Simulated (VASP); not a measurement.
Set up this calculation in VASP 6.6.1, as the native input.

- Task: single point
- Functional: PBE
- Potentials or basis: VASP PAW PBE potentials, release 64 (Ge_d)
- Cutoff: 520 eV
- k mesh: 11 × 11 × 11
- Occupations: fermi-dirac, width 0.08 eV
- Spin: no spin polarisation
- Dipole correction: no
- Further INCAR settings: ALGO = Normal; EDIFF = 1e-06; NBANDS = 21

The structure of Ge lies in POSCAR:

```
Ge
1.0
    0.0000000000      2.2078503226      2.2078503226
    2.2078503226      0.0000000000      2.2078503226
    2.2078503226      2.2078503226      0.0000000000
Ge
2
Direct
   -0.1250000000     -0.1250000000     -0.1250000000
    0.1250000000      0.1250000000      0.1250000000
```

The input as run:

INCAR

```
SYSTEM = Ge
  PREC = Accurate
  ENCUT = 520
  EDIFF = 1E-6
  ISMEAR = -1
  SIGMA = 0.08
  LREAL = .FALSE.
  LASPH = .TRUE.
  NELM = 60
  ALGO = Normal
  ISIF = 2
  LWAVE = .FALSE.
  LCHARG = .TRUE.
  GGA = PE
  LELF = .TRUE.
  LVHAR = .TRUE.
  NBANDS = 21
```

KPOINTS

```
regular mesh
0
G
  11 11 11
  0 0 0
```

Potentials or basis: VASP PAW PBE potentials, release 64 (Ge_d).

Launch:

```sh
$ cat potpaw_PBE.64/Ge_d/POTCAR > POTCAR
$ mpirun -np 1 vasp_std > vasp.out
```

Results of the run:

```json
{
 "Pressure": "292.9 GPa",
 "Band gap on the k mesh": "zero (bands 14 and 15 overlap by 1.53 eV)"
}
```

Caveat: the cell stands under pressure.

Run time: 20 s on 1 thread of AMD EPYC 7R13 Processor (Zen 3), on a shared host, peak memory 0.12 GiB.
